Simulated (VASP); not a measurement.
# Ag2O (Pn-3m) in VASP: a series of runs

Runs on Ag2O. Level: LDA. Tasks: single point, relaxation of volume and atoms at fixed shape.

Program: VASP 6.6.1. These are calculated values, not measurements. Logs are shortened: lines on timing, memory, paths and dates and some standing lists are left out, and cuts for length are marked.

**1. The cell of the first run**

The structure is cubic, space group Pn-3m (No. 224). The conventional cell has a = 4.639 Å, b = 4.639 Å, c = 4.639 Å, α = 90.00°, β = 90.00°, γ = 90.00°. Ag (site symmetry -3m) has 2 O at 2.01 Å within 2.7 Å. Within 2.7 Å of O (site symmetry -43m) lie 4 Ag at 2.01 Å.

**2. Single point, LDA**

File INCAR:

```
ALGO = Normal
EDIFF = 1E-6
ENCUT = 600
GGA = CA
GGA_COMPAT = False
ISIF = 2
ISMEAR = -1
LASPH = True
LCHARG = False
LREAL = False
LWAVE = False
NBANDS = 37
NELM = 120
PREC = Accurate
SIGMA = 0.01
```

File KPOINTS:

```
k-points
0
Gamma
  4 4 4
```

File POSCAR:

```
Ag2O
1.0
    4.6387706353      0.0000000000      0.0000000000
    0.0000000000      4.6387706353      0.0000000000
    0.0000000000      0.0000000000      4.6387706353
Ag O
4 2
Direct
    0.2500000000      0.2500000000      0.2500000000
    0.2500000000      0.7500000000      0.7500000000
    0.7500000000      0.7500000000      0.2500000000
    0.7500000000      0.2500000000      0.7500000000
    0.0000000000      0.0000000000      0.0000000000
    0.5000000000      0.5000000000      0.5000000000
```

Potentials or basis: VASP PAW LDA potentials, release 64 (Ag, O).

Command:

```sh
$ cat potpaw_LDA.64/Ag/POTCAR potpaw_LDA.64/O/POTCAR > POTCAR
$ mpirun -np 1 vasp_std > vasp.out
```

OUTCAR:

```text
EDIFF = 1E-6
   ENCUT = 600
   GGA = CA
   ISIF = 2
   ISMEAR = -1
   LASPH = True
   LREAL = False
   NELM = 120
   PREC = Accurate

 ion  position               nearest neighbor table
   1  0.250  0.250  0.250-   5 2.01   6 2.01   4 3.28   2 3.28   3 3.28   2 3.28   4 3.28   2 3.28
                             3 3.28   2 3.28   3 3.28   4 3.28   4 3.28   3 3.28
   2  0.250  0.750  0.750-   5 2.01   6 2.01   4 3.28   1 3.28   3 3.28   1 3.28   3 3.28   1 3.28
                             4 3.28   1 3.28   3 3.28   4 3.28   3 3.28   4 3.28
   3  0.750  0.750  0.250-   5 2.01   6 2.01   4 3.28   1 3.28   2 3.28   2 3.28   4 3.28   1 3.28
                             4 3.28   4 3.28   1 3.28   2 3.28   2 3.28   1 3.28
   4  0.750  0.250  0.750-   5 2.01   6 2.01   3 3.28   1 3.28   2 3.28   1 3.28   3 3.28   2 3.28
                             3 3.28   3 3.28   1 3.28   2 3.28   1 3.28   2 3.28
   5  0.000  0.000  0.000-   1 2.01   2 2.01   3 2.01   4 2.01
   6  0.500  0.500  0.500-   1 2.01   2 2.01   3 2.01   4 2.01

  LATTYP: Found a simple cubic cell.
 ALAT       =     4.6387706353

  Lattice vectors:

 A1 = (   4.6387706353,   0.0000000000,   0.0000000000)
 A2 = (   0.0000000000,   4.6387706353,   0.0000000000)
 A3 = (   0.0000000000,   0.0000000000,   4.6387706353)

Analysis of symmetry for initial positions (statically):
=====================================================================
 Subroutine PRICEL returns:
 Original cell was already a primitive cell.

 Routine SETGRP: Setting up the symmetry group for a
 simple cubic supercell.

 Subroutine GETGRP returns: Found 48 space group operations
 (whereof 24 operations were pure point group operations)
 out of a pool of 48 trial point group operations.

The static configuration has the point symmetry T_d .
 The point group associated with its full space group is O_h .

Analysis of symmetry for dynamics (positions and initial velocities):
=====================================================================
 Subroutine PRICEL returns:
 Original cell was already a primitive cell.

 Routine SETGRP: Setting up the symmetry group for a
 simple cubic supercell.

 Subroutine GETGRP returns: Found 48 space group operations
 (whereof 24 operations were pure point group operations)
 out of a pool of 48 trial point group operations.

The dynamic configuration has the point symmetry T_d .
 The point group associated with its full space group is O_h .

 Subroutine INISYM returns: Found 48 space group operations
 (whereof 24 operations are pure point group operations),
 and found     1 'primitive' translations

----------------------------------------------------------------------------------------

                                     Primitive cell

  volume of cell :      99.8180

  direct lattice vectors                    reciprocal lattice vectors
     4.638770635  0.000000000  0.000000000     0.215574358  0.000000000  0.000000000
     0.000000000  4.638770635  0.000000000     0.000000000  0.215574358  0.000000000
     0.000000000  0.000000000  4.638770635     0.000000000  0.000000000  0.215574358

  length of vectors
     4.638770635  4.638770635  4.638770635     0.215574358  0.215574358  0.215574358

  position of ions in fractional coordinates (direct lattice)
     0.250000000  0.250000000  0.250000000
     0.250000000  0.750000000  0.750000000
     0.750000000  0.750000000  0.250000000
     0.750000000  0.250000000  0.750000000
     0.000000000  0.000000000  0.000000000
     0.500000000  0.500000000  0.500000000

  ion indices of the primitive-cell ions
   primitive index   ion index
                 1           1
                 2           2
                 3           3
                 4           4
                 5           5
                 6           6

----------------------------------------------------------------------------------------

 KPOINTS: k-points

Automatic generation of k-mesh.
 Grid dimensions read from file:
 generate k-points for:    4    4    4

 Generating k-lattice:

  Cartesian coordinates                     Fractional coordinates (reciprocal lattice)
     0.053893589  0.000000000  0.000000000     0.250000000  0.000000000  0.000000000
     0.000000000  0.053893589  0.000000000     0.000000000  0.250000000  0.000000000
     0.000000000  0.000000000  0.053893589     0.000000000  0.000000000  0.250000000

  Length of vectors
     0.053893589  0.053893589  0.053893589

  Shift w.r.t. Gamma in fractional coordinates (k-lattice)
     0.000000000  0.000000000  0.000000000

 Subroutine IBZKPT returns following result:
 ===========================================

 Found     10 irreducible k-points:

 Following reciprocal coordinates:
            Coordinates               Weight
  0.000000  0.000000  0.000000      1.000000
  0.250000  0.000000  0.000000      6.000000
  0.500000  0.000000  0.000000      3.000000
  0.250000  0.250000  0.000000     12.000000
  0.500000  0.250000  0.000000     12.000000
  0.500000  0.500000  0.000000      3.000000
  0.250000  0.250000  0.250000      8.000000
  0.500000  0.250000  0.250000     12.000000
  0.500000  0.500000  0.250000      6.000000
  0.500000  0.500000  0.500000      1.000000
   k-points           NKPTS =     10   k-points in BZ     NKDIM =     10   number of bands    NBANDS=     37
   number of dos      NEDOS =    301   number of ions     NIONS =      6
   total plane-waves  NPLWV =  64000
   dimension x,y,z NGX =    40 NGY =   40 NGZ =   40
   dimension x,y,z NGXF=    80 NGYF=   80 NGZF=   80
   ions per type =               4   2
   NGX,Y,Z   is equivalent  to a cutoff of  14.34, 14.34, 14.34 a.u.
   NGXF,Y,Z  is equivalent  to a cutoff of  28.67, 28.67, 28.67 a.u.
 SYSTEM =  unknown system
   PREC   = accura    normal or accurate (medium, high low for compatibility)
   ISTART =      0    job   : 0-new  1-cont  2-samecut
   ICHARG =      2    charge: 1-file 2-atom 10-const
   ISPIN  =      1    spin polarized calculation?
   LNONCOLLINEAR =      F non collinear calculations
   LSORBIT =      F    spin-orbit coupling
   LASPH  =      T    aspherical Exc in radial PAW
   ENCUT  =  600.0 eV  44.10 Ry    6.64 a.u.   9.26  9.26  9.26*2*pi/ulx,y,z
   NELM   =    120;   NELMIN=  2; NELMDL= -5     # of ELM steps
   EDIFF  = 0.1E-05   stopping-criterion for ELM
   LREAL  =      F    real-space projection
   EDIFFG = 0.1E-04   stopping-criterion for IOM
   NSW    =      0    number of steps for IOM
   IBRION =     -1    ionic relax: 0-MD 1-quasi-New 2-CG
   NFREE  =      0    steps in history (QN), initial steepest desc. (CG)
   ISIF   =      2    stress and relaxation
   ISYM   =      2    0-nonsym 1-usesym 2-fastsym
   POTIM  = 0.5000    time-step for ionic-motion
   TEBEG  =    0.0;   TEEND  =   0.0 temperature during run
   PSTRESS=    0.0 pullay stress
   NELECT =      56.0000    total number of electrons
   NUPDOWN=      -1.0000    fix difference up-down
   EMIN   =  10.00;   EMAX   =-10.00  energy-range for DOS
   EFERMI =   0.00;   METHOD = LEGACY
   ISMEAR =    -1;   SIGMA  =   0.01  broadening in eV -4-tet -1-fermi 0-gaus
   EFERMI_NEDOS =   21; number of points for ismear=-14 and -15
   IALGO  =     38    algorithm
   IMIX   =      4    mixing-type and parameters
     AMIX     =   0.40;   BMIX     =  1.00
     AMIX_MAG =   1.60;   BMIX_MAG =  1.00
  volume/ion in A,a.u.               =      16.64       112.27
  Fermi-wavevector in a.u.,A,eV,Ry     =   1.350210  2.551527 24.804328  1.823067
  Thomas-Fermi vector in A             =   2.477733
   LORBIT       =      0    0 simple, 1 ext, 2 COOP (PROOUT), +10 PAW based schemes
   GGA     = CA    functional components
   LHFCALC =     F    Hartree Fock is set to
   AEXX    =    0.0000 exact exchange contribution
   IVDW    =     0    specifies the selected vdW correction
   LEPSILON=     F    determine dielectric tensor
   LRPA    =     F    only Hartree local field effects (RPA)
 non-spin polarized calculation
  energy-cutoff  :      600.00
  volume of cell :       99.82
 maximum number of plane-waves:      3362
 NGX is ok and might be reduce to    40
   NGX = 19   NGY = 19   NGZ = 19

 number of electron      56.0000016 magnetization

 Free energy of the ion-electron system (eV)
  ---------------------------------------------------
  ext. energy  EPLUGINS =         0.00000000
  ---------------------------------------------------
  free energy    TOTEN  =       -26.67585233 eV

  energy without entropy =      -26.67582728  energy(sigma->0) =      -26.67583981

 E-fermi :   5.1318     XC(G=0): -11.3020

 val. band max:        5.0696910125   @ k =   0.0000   0.0000   0.0000
 cond. band min:       5.1828523142   @ k =   0.0000   0.0000   0.0000
 fundamental gap:      0.1131613018
 Fermi energy:         5.1317848665

 k-point     1 :       0.0000    0.0000    0.0000
  band No.  band energies     occupation
      1     -14.0903      2.00000
      2     -13.2421      2.00000
      3      -2.4386      2.00000
      4      -2.4386      2.00000
      5      -2.4386      2.00000
      6      -0.0357      2.00000
[... 29 lines left out ...]
     36      13.7161      0.00000
     37      13.7161      0.00000

 k-point     2 :       0.2500    0.0000    0.0000
  band No.  band energies     occupation
      1     -13.9739      2.00000
      2     -13.3751      2.00000
      3      -2.2205      2.00000
      4      -2.2205      2.00000
      5      -2.1188      2.00000
      6      -0.2056      2.00000
[... 29 lines left out ...]
     36      13.1027      0.00000
     37      13.1027      0.00000

 k-point     3 :       0.5000    0.0000    0.0000
  band No.  band energies     occupation
      1     -13.6828      2.00000
      2     -13.6828      2.00000
      3      -1.8647      2.00000
      4      -1.8647      2.00000
      5      -1.2691      2.00000
      6      -1.2691      2.00000
[... 29 lines left out ...]
     36      12.6564      0.00000
     37      13.6225      0.00000

 k-point     4 :       0.2500    0.2500    0.0000
  band No.  band energies     occupation
      1     -13.8882      2.00000
      2     -13.4649      2.00000
      3      -2.2630      2.00000
      4      -2.0695      2.00000
      5      -1.6557      2.00000
      6      -0.8561      2.00000
[... 29 lines left out ...]
     36      13.5633      0.00000
     37      14.3471      0.00000

 k-point     5 :       0.5000    0.2500    0.0000
  band No.  band energies     occupation
      1     -13.6786      2.00000
      2     -13.6786      2.00000
      3      -1.9881      2.00000
      4      -1.9881      2.00000
      5      -1.2328      2.00000
      6      -1.2328      2.00000
[... 29 lines left out ...]
     36      12.3454      0.00000
     37      15.8146      0.00000

 k-point     6 :       0.5000    0.5000    0.0000
  band No.  band energies     occupation
      1     -13.6744      2.00000
      2     -13.6744      2.00000
      3      -2.0698      2.00000
      4      -2.0698      2.00000
      5      -1.2425      2.00000
      6      -1.2425      2.00000
[... 29 lines left out ...]
     36      13.2467      0.00000
     37      14.9596      0.00000

 k-point     7 :       0.2500    0.2500    0.2500
  band No.  band energies     occupation
      1     -13.8718      2.00000
      2     -13.4754      2.00000
      3      -2.1769      2.00000
      4      -2.1769      2.00000
      5      -1.3602      2.00000
      6      -1.2045      2.00000
[... 29 lines left out ...]
     36      14.3998      0.00000
     37      14.3998      0.00000

 k-point     8 :       0.5000    0.2500    0.2500
  band No.  band energies     occupation
      1     -13.8544      2.00000
      2     -13.4869      2.00000
      3      -2.1069      2.00000
      4      -2.0803      2.00000
      5      -1.7692      2.00000
      6      -0.6415      2.00000
[... 29 lines left out ...]
     36      14.0311      0.00000
     37      14.8613      0.00000

 k-point     9 :       0.5000    0.5000    0.2500
  band No.  band energies     occupation
      1     -13.9231      2.00000
      2     -13.4021      2.00000
      3      -2.1866      2.00000
      4      -2.1866      2.00000
      5      -1.9770      2.00000
      6      -0.3485      2.00000
[... 29 lines left out ...]
     36      12.8695      0.00000
     37      16.1342      0.00000

 k-point    10 :       0.5000    0.5000    0.5000
  band No.  band energies     occupation
      1     -14.0204      2.00000
      2     -13.2811      2.00000
      3      -2.2815      2.00000
      4      -2.2815      2.00000
      5      -2.2815      2.00000
      6       0.3343      2.00000
[... 29 lines left out ...]
     36      11.4704      0.00000
     37      17.9138      0.00000

------------------------ aborting loop because EDIFF is reached ----------------------------------------

  FORCE on cell =-STRESS in cart. coord.  units (eV):
  Direction    XX          YY          ZZ          XY          YZ          ZX
  --------------------------------------------------------------------------------------
  -------------------------------------------------------------------------------------
  Total       -0.0070291     -0.0070291     -0.0070291      0.0000000      0.0000000     -0.0000000
  in kB       -0.1128241     -0.1128241     -0.1128241      0.0000000      0.0000000     -0.0000000
  external PRESSURE =      -0.1128241 kB  Pullay stress =       0.0000000 kB

 VOLUME and BASIS-vectors are now :
 -----------------------------------------------------------------------------
  energy-cutoff  :      600.00
  volume of cell :       99.82
      direct lattice vectors                 reciprocal lattice vectors
     4.638770635  0.000000000  0.000000000     0.215574358  0.000000000  0.000000000
     0.000000000  4.638770635  0.000000000     0.000000000  0.215574358  0.000000000
     0.000000000  0.000000000  4.638770635     0.000000000  0.000000000  0.215574358

 POSITION                                       TOTAL-FORCE (eV/Angst)
 -----------------------------------------------------------------------------------
      1.15969      1.15969      1.15969        -0.000000      0.000000      0.000000
      1.15969      3.47908      3.47908         0.000000      0.000000      0.000000
      3.47908      3.47908      1.15969         0.000000     -0.000000     -0.000000
      3.47908      1.15969      3.47908        -0.000000     -0.000000     -0.000000
      0.00000      0.00000      0.00000         0.000000     -0.000000     -0.000000
      2.31939      2.31939      2.31939         0.000000     -0.000000     -0.000000
 -----------------------------------------------------------------------------------
    total drift:                                0.000000     -0.000000     -0.000000

  FREE ENERGIE OF THE ION-ELECTRON SYSTEM (eV)
  ---------------------------------------------------
  free  energy   TOTEN  =       -26.6758523329 eV

  energy  without entropy=      -26.6758272773  energy(sigma->0) =      -26.67583981
```

It took 28 s on 1 thread of Intel Xeon Platinum 8375C at 2.90GHz (Ice Lake), shared host; peak memory 0.21 GiB.

Results:

```yaml
Free_energy: -26.6759 eV
Pressure: 0.0 GPa
Band_gap_on_the_k_mesh: 0.11 eV
```

Caveat: semilocal functionals underestimate gaps, and a narrow one can read as zero.

**3. Relaxation of volume and atoms at fixed shape, LDA**

This run uses another cell than the first one, of 17.50 Å³/atom.

File INCAR:

```
SYSTEM = Ag2O
PREC = Accurate
ENCUT = 600
EDIFF = 1E-7
ISMEAR = -1
SIGMA = 0.01
LREAL = .FALSE.
LASPH = .TRUE.
NELM = 120
ALGO = Normal
ISIF = 8
LWAVE = .FALSE.
LCHARG = .FALSE.
IBRION = 2
NSW = 80
EDIFFG = -0.01
GGA_COMPAT = .FALSE.
NELMIN = 4
```

File KPOINTS:

```
regular mesh
0
G
  4 4 4
  0 0 0
```

POSCAR: that of step 2 with these lines changed.

```diff
@@ -2,5 +2,5 @@
 1.0
-    4.6387706353      0.0000000000      0.0000000000
-    0.0000000000      4.6387706353      0.0000000000
-    0.0000000000      0.0000000000      4.6387706353
+    4.7180000000      0.0000000000      0.0000000000
+    0.0000000000      4.7180000000      0.0000000000
+    0.0000000000      0.0000000000      4.7180000000
 Ag O
```

Potentials or basis: VASP PAW LDA potentials, release 64 (Ag, O).

Command:

```sh
$ cat potpaw_LDA.64/Ag/POTCAR potpaw_LDA.64/O/POTCAR > POTCAR
$ mpirun -np 1 vasp_std > vasp.out
```

Run time: 63 s. Hardware: 1 thread of Intel Xeon Platinum 8375C at 2.90GHz (Ice Lake), shared host; peak memory 0.22 GiB.

Results (log left out):

* Free energy: -26.6819 eV
* Relaxed volume: 16.63 Å³/atom
* Relaxed cell: a = 4.639 Å, b = 4.639 Å, c = 4.639 Å, α = 90.00°, β = 90.00°, γ = 90.00°
* Space group after relaxing (to 0.1 Å): Pn-3m (No. 224)
* Energy gained by relaxing: 13.1 meV/atom
* Ionic steps: 3
* Pressure after relaxing: 0.0 GPa
* Band gap on the k mesh: 0.11 eV

The path:
| step | energy change (eV) | largest force (eV/Å) | pressure (GPa) | volume (Å³) |
| --- | --- | --- | --- | --- |
| 1 | 0.0000 | 0.0000 | -4.59 | 105.02 |
| 2 | -0.0620 | 0.0000 | 2.48 | 97.58 |
| 3 | -0.0789 | 0.0000 | 0.00 | 99.81 |

Final structure:
```
CELL_PARAMETERS angstrom
4.63864 0.00000 0.00000
0.00000 4.63864 0.00000
0.00000 0.00000 4.63864
ATOMIC_POSITIONS crystal
Ag 0.25000 0.25000 0.25000
Ag 0.25000 0.75000 0.75000
Ag 0.75000 0.75000 0.25000
Ag 0.75000 0.25000 0.75000
O 0.00000 0.00000 0.00000
O 0.50000 0.50000 0.50000
```

Levels at points of the mesh, in eV from the valence-band top:
```csv
k point,band 24,band 25,band 26,band 27,band 28,band 29,band 30,band 31,band 32,band 33
"(0.00, 0.00, 0.00)",-2.75,-2.75,0.00,0.00,0.00,0.11,1.69,1.69,7.42,7.42
"(0.50, 0.00, 0.00)",-2.90,-1.76,-1.76,-0.53,-0.53,2.12,2.12,4.60,4.60,7.02
"(0.50, 0.50, 0.00)",-2.16,-1.78,-1.78,-0.91,-0.91,2.00,2.00,3.72,3.72,6.76
"(0.50, 0.50, 0.50)",-2.84,-1.76,-0.75,-0.75,-0.75,2.28,2.28,2.28,4.95,4.95
```

Caveat: semilocal functionals underestimate gaps, and a narrow one can read as zero.
